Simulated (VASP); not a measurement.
NbTeS4:

```
CELL_PARAMETERS angstrom
-3.35457 3.35457 2.77228
3.35457 -3.35457 2.77228
3.35457 3.35457 -2.77228
ATOMIC_POSITIONS crystal
Nb 0.50000 0.50000 0.00000
Te 0.00000 0.00000 0.00000
S 0.91399 0.41399 0.82798
S 0.58601 0.08601 0.17202
S 0.08601 0.91399 0.50000
S 0.41399 0.58601 0.50000
```

The cell was generated, and may not be a known phase.

```yaml
Program: VASP 6.6.1
Task: relaxation of cell and atoms
Functional: PBE
Potentials_or_basis: VASP PAW PBE potentials, release 64 (Nb_sv, Te, S)
Cutoff: 600 eV
k_mesh: 4 × 4 × 4
Occupations: gaussian, width 0.1 eV
Spin: no spin polarisation
```

At the start: pressure -7.0 GPa; volume 20.80 Å³/atom.

Problem. Where does the relaxation end?

Solution. Over 11 steps the energy falls by 201.0 meV/atom and the volume is 18.84 Å³/atom (-9.4 %); space group I422 (No. 97, to 0.1 Å) before and after.

The path:
| step | energy change (eV) | largest force (eV/Å) | pressure (GPa) | volume (Å³) |
| --- | --- | --- | --- | --- |
| 1 | 0.0000 | 0.0754 | -6.98 | 124.79 |
| 2 | -0.8597 | 0.1091 | 3.71 | 108.76 |
| 3 | -0.8626 | 0.1233 | 4.78 | 107.75 |
| 4 | -1.1639 | 0.1665 | 0.89 | 111.31 |
| 5 | -1.1800 | 0.2418 | -0.16 | 112.40 |
| 6 | -1.1802 | 0.2338 | -0.05 | 112.28 |
| 7 | -1.1903 | 0.1840 | 0.07 | 112.31 |
| 8 | -1.2030 | 0.0447 | 0.45 | 112.37 |
| 9 | -1.2047 | 0.0318 | -0.59 | 113.78 |
| 10 | -1.2054 | 0.0362 | -0.25 | 113.28 |
| 11 | -1.2061 | 0.0018 | 0.05 | 113.05 |

Final structure:
```
Nb Te S
1.0
    -3.01836    3.01836    3.10229
     3.01836   -3.01836    3.10229
     3.01836    3.01836   -3.10229
Nb Te S
1 1 4
Direct
  0.50000 0.50000 0.00000
  0.00000 0.00000 0.00000
  0.92006 0.42006 0.84013
  0.57993 0.07993 0.15987
  0.07993 0.92006 0.50000
  0.42006 0.57993 0.50000
```

Caveat: the k points lie up to 0.36 Å⁻¹ apart in the final cell, too coarse for converged energies and pressures of a metal; an odd number of electrons without spin polarisation forces a metal; a magnetic or distorted state may lie lower.
